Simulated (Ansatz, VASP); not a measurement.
**One calculation of MgO, two programs**

```
Mg O
1.0
     0.00000    2.13515    2.13515
     2.13515    0.00000    2.13515
     2.13515    2.13515    0.00000
Mg O
1 1
Direct
  0.00000 0.00000 0.00000
  0.35949 0.64051 0.35949
```

Alike in both runs: task single point; functional LDA; k mesh 6 × 6 × 6; occupations gaussian, width 0.05 eV; no spin polarisation.

|  | VASP | Ansatz |
| --- | --- | --- |
| version | VASP 6.6.1 | Ansatz 0.2.0 |
| potentials or method | VASP PAW LDA potentials, release 64 (Mg_sv, O), cutoff 840 eV | scalar-relativistic, plane waves, PAW |
| valence electrons in the cell | 16 | 16 |

```tsv
	VASP	Ansatz	Ansatz less VASP
gap on the k mesh at the Fermi level (eV)	4.29	4.27	-0.022
least direct gap on the mesh (eV)	4.29	4.27	-0.023
rms of the force components (eV/Å)	7.296	7.102	-0.1941
```

LDA's correlation is that of Perdew and Zunger in VASP and of Perdew and Wang (1992) in Ansatz. Atom by atom the forces differ by 0.194 eV/Å (rms over components).

The k mesh is coarse, so the values compare programs but aren't converged.
